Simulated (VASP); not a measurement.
# Nd (P6_3/mmc) in VASP: further runs

Runs on Nd. Level: PBEsol. Tasks: single point.

All numbers are computed with VASP 6.6.1; they aren't measurements. Logs are shortened: lines on timing, memory, paths and dates and some standing lists are left out, and cuts for length are marked.

## 1. The cell of the first run

It takes space group P6_3/mmc (No. 194, hexagonal). Conventional cell: a = 2.970 Å, b = 2.970 Å, c = 5.159 Å, α = 90.00°, β = 90.00°, γ = 120.00°. Nd (site symmetry -6m2) has 12 Nd at 2.97 to 3.10 Å within 3.9 Å.

## 2. Single point, PBEsol, collinear spin, ferromagnetic start

File INCAR:

```
SYSTEM = Nd
PREC = Accurate
ENCUT = 520
EDIFF = 1E-6
ISMEAR = -1
SIGMA = 0.05
LREAL = .FALSE.
LASPH = .TRUE.
NELM = 150
ALGO = Normal
ISIF = 2
LWAVE = .FALSE.
LCHARG = .FALSE.
ISPIN = 2
MAGMOM = 3 3
LORBIT = 11
LMAXMIX = 6
GGA = PS
NBANDS = 25
```

File KPOINTS:

```
regular mesh
0
G
  8 8 5
  0 0 0
```

File POSCAR:

```
Nd
1.0
    2.9695278247      0.0000000000      0.0000000000
   -1.4847639124      2.5716865335      0.0000000000
    0.0000000000      0.0000000000      5.1591401327
Nd
2
Direct
    0.6666666667      0.3333333333      0.7500000000
    0.3333333333      0.6666666667      0.2500000000
```

Potentials or basis: VASP PAW PBE potentials, release 64 (Nd).

Launch:

```
$ cat potpaw_PBE.64/Nd/POTCAR > POTCAR
$ mpirun -np 1 vasp_std > vasp.out
```

OUTCAR:

```text
SYSTEM = Nd
   PREC = Accurate
   ENCUT = 520
   EDIFF = 1E-6
   ISMEAR = -1
   LREAL = .FALSE.
   LASPH = .TRUE.
   NELM = 150
   ISIF = 2
   ISPIN = 2
   LORBIT = 11
   GGA = PS

 ion  position               nearest neighbor table
   1  0.667  0.333  0.750-   2 3.10   2 3.10   2 3.10   2 3.10   2 3.10   2 3.10
   2  0.333  0.667  0.250-   1 3.10   1 3.10   1 3.10   1 3.10   1 3.10   1 3.10

  LATTYP: Found a hexagonal cell.
 ALAT       =     2.9695278247
 C/A-ratio  =     1.7373604281

  Lattice vectors:

 A1 = (   2.9695278247,   0.0000000000,   0.0000000000)
 A2 = (  -1.4847639124,   2.5716865335,   0.0000000000)
 A3 = (   0.0000000000,   0.0000000000,   5.1591401327)

Analysis of symmetry for initial positions (statically):
=====================================================================
 Subroutine PRICEL returns:
 Original cell was already a primitive cell.

 Routine SETGRP: Setting up the symmetry group for a
 hexagonal supercell.

 Subroutine GETGRP returns: Found 24 space group operations
 (whereof 12 operations were pure point group operations)
 out of a pool of 24 trial point group operations.

The static configuration has the point symmetry D_3d.
 The point group associated with its full space group is D_6h.

Analysis of symmetry for dynamics (positions and initial velocities):
=====================================================================
 Subroutine PRICEL returns:
 Original cell was already a primitive cell.

 Routine SETGRP: Setting up the symmetry group for a
 hexagonal supercell.

 Subroutine GETGRP returns: Found 24 space group operations
 (whereof 12 operations were pure point group operations)
 out of a pool of 24 trial point group operations.

The dynamic configuration has the point symmetry D_3d.
 The point group associated with its full space group is D_6h.

Analysis of structural, dynamic, and magnetic symmetry:
=====================================================================
 Subroutine PRICEL returns:
 Original cell was already a primitive cell.

 Routine SETGRP: Setting up the symmetry group for a
 hexagonal supercell.

 Subroutine GETGRP returns: Found 24 space group operations
 (whereof 12 operations were pure point group operations)
 out of a pool of 24 trial point group operations.

The overall configuration has the point symmetry D_3d.
 The point group associated with its full space group is D_6h.

 Subroutine INISYM returns: Found 24 space group operations
 (whereof 12 operations are pure point group operations),
 and found     1 'primitive' translations

----------------------------------------------------------------------------------------

                                     Primitive cell

  volume of cell :      39.3988

  direct lattice vectors                    reciprocal lattice vectors
     2.969527825  0.000000000  0.000000000     0.336753874  0.194424940  0.000000000
    -1.484763912  2.571686533  0.000000000     0.000000000  0.388849880  0.000000000
     0.000000000  0.000000000  5.159140133     0.000000000  0.000000000  0.193830750

  length of vectors
     2.969527825  2.969527825  5.159140133     0.388849880  0.388849880  0.193830750

  position of ions in fractional coordinates (direct lattice)
     0.666666667  0.333333333  0.750000000
     0.333333333  0.666666667  0.250000000

  ion indices of the primitive-cell ions
   primitive index   ion index
                 1           1
                 2           2

----------------------------------------------------------------------------------------

 KPOINTS: regular mesh

Automatic generation of k-mesh.
 Grid dimensions read from file:
 generate k-points for:    8    8    5

 Generating k-lattice:

  Cartesian coordinates                     Fractional coordinates (reciprocal lattice)
     0.042094234  0.024303118  0.000000000     0.125000000  0.000000000  0.000000000
     0.000000000  0.048606235  0.000000000     0.000000000  0.125000000  0.000000000
     0.000000000  0.000000000  0.038766150     0.000000000  0.000000000  0.200000000

  Length of vectors
     0.048606235  0.048606235  0.038766150

  Shift w.r.t. Gamma in fractional coordinates (k-lattice)
     0.000000000  0.000000000  0.000000000

 Subroutine IBZKPT returns following result:
 ===========================================

 Found     30 irreducible k-points:

 Following reciprocal coordinates:
            Coordinates               Weight
  0.000000  0.000000  0.000000      1.000000
  0.125000  0.000000  0.000000      6.000000
  0.250000  0.000000  0.000000      6.000000
  0.375000  0.000000  0.000000      6.000000
  0.500000  0.000000  0.000000      3.000000
  0.125000  0.125000  0.000000      6.000000
[... 16 lines left out ...]
  0.250000  0.000000  0.400000     12.000000
  0.375000  0.000000  0.400000     12.000000
 [... further k-points ...]
   k-points           NKPTS =     30   k-points in BZ     NKDIM =     30   number of bands    NBANDS=     25
   number of dos      NEDOS =    301   number of ions     NIONS =      2
   total plane-waves  NPLWV =  23040
   dimension x,y,z NGX =    24 NGY =   24 NGZ =   40
   dimension x,y,z NGXF=    48 NGYF=   48 NGZF=   80
   ions per type =               2
   NGX,Y,Z   is equivalent  to a cutoff of  13.44, 13.44, 12.89 a.u.
   NGXF,Y,Z  is equivalent  to a cutoff of  26.87, 26.87, 25.78 a.u.
 SYSTEM =  Nd
   PREC   = accura    normal or accurate (medium, high low for compatibility)
   ISTART =      0    job   : 0-new  1-cont  2-samecut
   ICHARG =      2    charge: 1-file 2-atom 10-const
   ISPIN  =      2    spin polarized calculation?
   LNONCOLLINEAR =      F non collinear calculations
   LSORBIT =      F    spin-orbit coupling
   LASPH  =      T    aspherical Exc in radial PAW
   ENCUT  =  520.0 eV  38.22 Ry    6.18 a.u.   5.52  5.52  9.59*2*pi/ulx,y,z
   NELM   =    150;   NELMIN=  2; NELMDL= -5     # of ELM steps
   EDIFF  = 0.1E-05   stopping-criterion for ELM
   LREAL  =      F    real-space projection
   EDIFFG = 0.1E-04   stopping-criterion for IOM
   NSW    =      0    number of steps for IOM
   IBRION =     -1    ionic relax: 0-MD 1-quasi-New 2-CG
   NFREE  =      0    steps in history (QN), initial steepest desc. (CG)
   ISIF   =      2    stress and relaxation
   ISYM   =      2    0-nonsym 1-usesym 2-fastsym
   POTIM  = 0.5000    time-step for ionic-motion
   TEBEG  =    0.0;   TEEND  =   0.0 temperature during run
   PSTRESS=    0.0 pullay stress
   NELECT =      28.0000    total number of electrons
   NUPDOWN=      -1.0000    fix difference up-down
   EMIN   =  10.00;   EMAX   =-10.00  energy-range for DOS
   EFERMI =   0.00;   METHOD = LEGACY
   ISMEAR =    -1;   SIGMA  =   0.05  broadening in eV -4-tet -1-fermi 0-gaus
   EFERMI_NEDOS =   21; number of points for ismear=-14 and -15
   IALGO  =     38    algorithm
   IMIX   =      4    mixing-type and parameters
     AMIX     =   0.40;   BMIX     =  1.00
     AMIX_MAG =   1.60;   BMIX_MAG =  1.00
  volume/ion in A,a.u.               =      19.70       132.94
  Fermi-wavevector in a.u.,A,eV,Ry     =   1.460943  2.760782 29.039653  2.134354
  Thomas-Fermi vector in A             =   2.577333
   LORBIT       =     11    0 simple, 1 ext, 2 COOP (PROOUT), +10 PAW based schemes
   GGA     = PS    functional components
   LHFCALC =     F    Hartree Fock is set to
   AEXX    =    0.0000 exact exchange contribution
   IVDW    =     0    specifies the selected vdW correction
   LEPSILON=     F    determine dielectric tensor
   LRPA    =     F    only Hartree local field effects (RPA)
 spin polarized calculation
  energy-cutoff  :      520.00
  volume of cell :       39.40
 maximum number of plane-waves:      1081
 NGX is ok and might be reduce to    24
   NGX = 11   NGY = 11   NGZ = 19

 number of electron      28.0000003 magnetization       6.7004807

 Free energy of the ion-electron system (eV)
  ---------------------------------------------------
  ext. energy  EPLUGINS =         0.00000000
  ---------------------------------------------------
  free energy    TOTEN  =       -13.12185008 eV

  energy without entropy =      -13.04719332  energy(sigma->0) =      -13.08452170

 E-fermi :   8.9231     XC(G=0): -12.8442

 val. band max:        8.9213829764   @ k =   0.2500   0.1250   0.0000
 cond. band min:       8.9307471580   @ k =   0.3750   0.1250   0.2000
 fundamental gap:      0.0093641816
 Fermi energy:         8.9230886868

 spin component 1

 k-point     1 :       0.0000    0.0000    0.0000
  band No.  band energies     occupation
      1     -29.0254      1.00000
      2     -28.2040      1.00000
      3     -11.9771      1.00000
      4      -7.6619      1.00000
      5      -7.6452      1.00000
      6      -7.6452      1.00000
[... 17 lines left out ...]
     24       9.3945      0.00008
     25      10.0626      0.00000

 k-point     2 :       0.1250    0.0000    0.0000
  band No.  band energies     occupation
      1     -28.8928      1.00000
      2     -28.1141      1.00000
      3     -11.7758      1.00000
      4      -8.4262      1.00000
      5      -7.9373      1.00000
      6      -7.8620      1.00000
[... 17 lines left out ...]
     24       9.2998      0.00053
     25      10.3646      0.00000

 k-point     3 :       0.2500    0.0000    0.0000
  band No.  band energies     occupation
      1     -28.5448      1.00000
      2     -27.8981      1.00000
      3     -11.2136      1.00000
      4     -10.0460      1.00000
      5      -9.4787      1.00000
      6      -8.3170      1.00000
[... 552 lines left out ...]
 k-point    23 :       0.2500    0.0000    0.4000
  band No.  band energies     occupation
      1     -28.3326      1.00000
      2     -28.1332      1.00000
      3     -10.6948      1.00000
      4     -10.1972      1.00000
      5      -9.2413      1.00000
      6      -8.5711      1.00000
[... 17 lines left out ...]
     24       9.5969      0.00000
     25      10.0260      0.00000

 k-point    24 :       0.3750    0.0000    0.4000
  band No.  band energies     occupation
      1     -27.9884      1.00000
      2     -27.8544      1.00000
      3     -11.5936      1.00000
      4     -11.3730      1.00000
      5      -9.2269      1.00000
      6      -8.5810      1.00000
[... 17 lines left out ...]
     24       9.4280      0.00004
     25       9.7260      0.00000

 [... further k-points ...]

 spin component 2

 k-point     1 :       0.0000    0.0000    0.0000
  band No.  band energies     occupation
      1     -27.6338      1.00000
      2     -26.7539      1.00000
      3     -10.9806      1.00000
      4      -6.4393      1.00000
      5      -6.4378      1.00000
      6      -6.4378      1.00000
[... 17 lines left out ...]
     24      11.9933      0.00000
     25      12.3729      0.00000

 k-point     2 :       0.1250    0.0000    0.0000
  band No.  band energies     occupation
      1     -27.4940      1.00000
      2     -26.6590      1.00000
      3     -10.7711      1.00000
      4      -7.2606      1.00000
      5      -6.7450      1.00000
      6      -6.6667      1.00000
[... 17 lines left out ...]
     24      11.6367      0.00000
     25      11.8725      0.00000

 k-point     3 :       0.2500    0.0000    0.0000
  band No.  band energies     occupation
      1     -27.1259      1.00000
      2     -26.4302      1.00000
      3     -10.1843      1.00000
      4      -8.9515      1.00000
      5      -8.3477      1.00000
      6      -7.1431      1.00000
[... 552 lines left out ...]
 k-point    23 :       0.2500    0.0000    0.4000
  band No.  band energies     occupation
      1     -26.8987      1.00000
      2     -26.6843      1.00000
      3      -9.6302      1.00000
      4      -9.1056      1.00000
      5      -8.1090      1.00000
      6      -7.4004      1.00000
[... 17 lines left out ...]
     24      11.5153      0.00000
     25      11.6228      0.00000

 k-point    24 :       0.3750    0.0000    0.4000
  band No.  band energies     occupation
      1     -26.5315      1.00000
      2     -26.3871      1.00000
      3     -10.5575      1.00000
      4     -10.3243      1.00000
      5      -8.0883      1.00000
      6      -7.4034      1.00000
[... 17 lines left out ...]
     24      11.3863      0.00000
     25      11.5007      0.00000

 [... further k-points ...]

------------------------ aborting loop because EDIFF is reached ----------------------------------------

  FORCE on cell =-STRESS in cart. coord.  units (eV):
  Direction    XX          YY          ZZ          XY          YZ          ZX
  --------------------------------------------------------------------------------------
  -------------------------------------------------------------------------------------
  Total        2.5889055      2.5889055      2.5259938     -0.0000000     -0.0000000      0.0000000
  in kB      105.2795511    105.2795511    102.7212060     -0.0000000     -0.0000000      0.0000000
  external PRESSURE =     104.4267694 kB  Pullay stress =       0.0000000 kB

 VOLUME and BASIS-vectors are now :
 -----------------------------------------------------------------------------
  energy-cutoff  :      520.00
  volume of cell :       39.40
      direct lattice vectors                 reciprocal lattice vectors
     2.969527825  0.000000000  0.000000000     0.336753874  0.194424940  0.000000000
    -1.484763912  2.571686533  0.000000000     0.000000000  0.388849880  0.000000000
     0.000000000  0.000000000  5.159140133     0.000000000  0.000000000  0.193830750

 POSITION                                       TOTAL-FORCE (eV/Angst)
 -----------------------------------------------------------------------------------
      1.48476      0.85723      3.86936         0.000000     -0.000000      0.000000
     -0.00000      1.71446      1.28979        -0.000000      0.000000      0.000000
 -----------------------------------------------------------------------------------
    total drift:                               -0.000000      0.000000     -0.000000

  FREE ENERGIE OF THE ION-ELECTRON SYSTEM (eV)
  ---------------------------------------------------
  free  energy   TOTEN  =       -13.1218500778 eV

  energy  without entropy=      -13.0471933207  energy(sigma->0) =      -13.08452170

 total charge

# of ion       s       p       d       f       tot
--------------------------------------------------
    1        2.008   5.227   1.079   3.263  11.576
    2        2.008   5.227   1.079   3.263  11.576
--------------------------------------------------
tot          4.016  10.454   2.157   6.525  23.153

 magnetization (x)

# of ion       s       p       d       f       tot
--------------------------------------------------
    1        0.008  -0.079   0.122   2.910   2.961
    2        0.008  -0.079   0.122   2.910   2.961
--------------------------------------------------
tot          0.016  -0.158   0.244   5.819   5.921
```

Wall time 46 s (1 thread of Intel Xeon 6975P-C (Granite Rapids), shared host); peak memory 0.2 GiB.

Results:

| Item | Value |
| --- | --- |
| Free energy | -13.1219 eV |
| Pressure | 10.4 GPa |
| Net moment | 6.70 μB per cell |
| Site moments | Nd +2.96 μB |
| Valence electrons inside the program's atomic spheres | Nd 11.58 |

Levels at points of the mesh, in eV from the Fermi level:
Spin up:
```csv
k point,band 13,band 14,band 15,band 16,band 17,band 18,band 19,band 20,band 21,band 22
"(0.00, 0.00, 0.00)",-0.46,-0.14,-0.14,-0.12,-0.12,0.04,0.04,0.16,0.16,0.30
"(0.50, 0.00, 0.00)",-0.65,-0.41,-0.38,-0.13,-0.10,0.02,0.37,0.40,0.49,0.50
```
Spin down:
| k point | band 7 | band 8 | band 9 | band 10 | band 11 | band 12 | band 13 | band 14 | band 15 | band 16 |
| --- | --- | --- | --- | --- | --- | --- | --- | --- | --- | --- |
| (0.00, 0.00, 0.00) | -14.89 | -14.89 | -1.95 | -1.57 | 0.50 | 0.98 | 1.05 | 1.62 | 1.62 | 1.85 |
| (0.50, 0.00, 0.00) | -16.35 | -15.71 | -2.68 | -2.05 | -0.99 | 0.90 | 1.52 | 1.67 | 2.03 | 2.07 |

Caveat: the magnetic or orbital state may not be the lowest; the cell stands under pressure; the PAW data sets were made with another functional, which shifts forces and pressure a little; spin-orbit coupling is left out, which moves the levels of the heavy elements; semilocal functionals describe open f shells poorly, which spoils levels, moments and volumes. The state reached can hang on the start; a lower one may exist.

## 3. Single point, PBEsol, collinear spin, ferromagnetic start

This run uses another cell than the first one, of 34.18 Å³/atom.

File INCAR:

```
  ALGO = Normal
  EDIFF = 1E-7
  ENCUT = 520
  GGA = PS
  ISIF = 2
  ISMEAR = -1
  ISPIN = 2
  LASPH = True
  LCHARG = True
  LELF = True
  LMAXMIX = 6
  LORBIT = 11
  LREAL = False
  LVHAR = True
  LWAVE = False
  MAGMOM = 3 3
  NBANDS = 25
  NELM = 150
  PREC = Accurate
  SIGMA = 0.05
```

File KPOINTS:

```
k-points
0
Gamma
  8 8 5
```

File POSCAR:

```
Nd
1.0
    3.6570000000      0.0000000000      0.0000000000
   -1.8285000000      3.1670549016      0.0000000000
    0.0000000000      0.0000000000      5.9020000000
Nd
2
Direct
    0.6666666667      0.3333333333      0.7500000000
    0.3333333333      0.6666666667      0.2500000000
```

Potentials or basis: VASP PAW PBE potentials, release 64 (Nd).

Launch:

```
$ cat potpaw_PBE.64/Nd/POTCAR > POTCAR
$ mpirun -np 1 vasp_std > vasp.out
```

Wall time 2.3 min (1 thread of Intel Xeon 6975P-C (Granite Rapids), shared host); peak memory 0.27 GiB.

It converged, with:

- Free energy: -13.5057 eV
- Pressure: -2.7 GPa
- Net moment: 8.27 μB per cell
- Site moments: Nd +3.37 μB
- Valence electrons inside the program's atomic spheres: Nd 11.19

Stress tensor (GPa, compression positive):
```
-2.43  0.00  0.00
 0.00 -2.43  0.00
 0.00  0.00 -3.14
```

Levels at points of the mesh, in eV from the Fermi level:
Spin up:
| k point | band 15 | band 16 | band 17 | band 18 | band 19 | band 20 | band 21 | band 22 |
| --- | --- | --- | --- | --- | --- | --- | --- | --- |
| (0.00, 0.00, 0.00) | -0.05 | -0.04 | -0.04 | 0.09 | 0.09 | 0.11 | 0.15 | 0.15 |
| (0.50, 0.00, 0.00) | -0.25 | -0.19 | -0.03 | 0.01 | 0.09 | 0.24 | 0.31 | 0.33 |
Spin down:
| k point | band 7 | band 8 | band 9 | band 10 | band 11 | band 12 | band 13 | band 14 |
| --- | --- | --- | --- | --- | --- | --- | --- | --- |
| (0.00, 0.00, 0.00) | -16.60 | -16.52 | -3.13 | -1.06 | 1.60 | 1.83 | 1.83 | 1.99 |
| (0.50, 0.00, 0.00) | -16.84 | -16.75 | -0.78 | -0.52 | -0.43 | 1.70 | 1.77 | 1.84 |

Caveat: the magnetic or orbital state may not be the lowest; the PAW data sets were made with another functional, which shifts forces and pressure a little; spin-orbit coupling is left out, which moves the levels of the heavy elements; semilocal functionals describe open f shells poorly, which spoils levels, moments and volumes. The state reached can hang on the start; a lower one may exist.

(Continued in part 2 of 2.)
